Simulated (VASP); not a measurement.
TePb:

```xyz
2
Lattice="0.0000 3.3005 3.3005 3.3005 0.0000 3.3005 3.3005 3.3005 0.0000" Properties=species:S:1:pos:R:3 pbc="T T T"
Pb    0.0000    0.0000    0.0000
Te    3.3005    3.3005    3.3005
```

This cell differs from its parent crystal: strain +1.0%.

Base run:

```yaml
Program: VASP 6.6.1
Functional: r2SCAN
Potentials_or_basis: VASP PAW PBE potentials, release 64 (Pb_d, Te)
Cutoff: 520 eV
k_mesh: 6 × 6 × 6
Occupations: gaussian, width 0.01 eV
Spin: no spin polarisation
```

Its results: band gap on the k mesh 1.15 eV.

**Question.** The run is repeated on the same cell with these changes: functional from r2SCAN to HSE06; further incar settings from ALGO = Normal; EDIFF = 1e-08 to ALGO = Normal; EDIFF = 1e-06; NBANDS = 17. What comes out?

**Answer.** Band gap on the k mesh 1.23 eV.

Caveats: the structure was generated, so it needn't be the stable form of TePb; spin-orbit coupling is left out, which moves the levels of the heavy elements.

A k mesh can miss the band edges.
